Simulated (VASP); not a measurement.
A run of VASP 6.6.1:

Contents of INCAR:

```
SYSTEM = CdO
  PREC = Accurate
  ENCUT = 600
  EDIFF = 1E-6
  ISMEAR = 0
  SIGMA = 0.05
  LREAL = .False.
  LASPH = .True.
  NELM = 120
  ALGO = Normal
  ISIF = 2
  LWAVE = .False.
  LCHARG = .True.
  GGA = CA
  LELF = .True.
  LVHAR = .True.
  NBANDS = 16
  GGA_COMPAT = .False.
```

Contents of KPOINTS:

```
regular mesh
0
Gamma
  8 8 8
  0 0 0
```

POSCAR

```
CdO
1.0
    0.0000000000      2.3474379442      2.3474379442
    2.3474379442      0.0000000000      2.3474379442
    2.3474379442      2.3474379442      0.0000000000
Cd O
1 1
Direct
    0.0000000000      0.0000000000      0.0000000000
    0.5000000000      0.5000000000      0.5000000000
```

Potentials or basis: VASP PAW LDA potentials, release 64 (Cd, O).

Launch:

```sh
$ cat potpaw_LDA.64/Cd/POTCAR potpaw_LDA.64/O/POTCAR > POTCAR
$ mpirun -np 1 vasp_std > vasp.out
```

Hardware: 1 thread of Intel(R) Xeon(R) 6975P-C (Granite Rapids), with other jobs on the host.

Task: How long does it take, and how much memory?

Result: Wall time 7.3 s on 1 thread of Intel(R) Xeon(R) 6975P-C (Granite Rapids) (shared host), peak memory 0.15 GiB. Counts: scf iterations 13, k points 29.
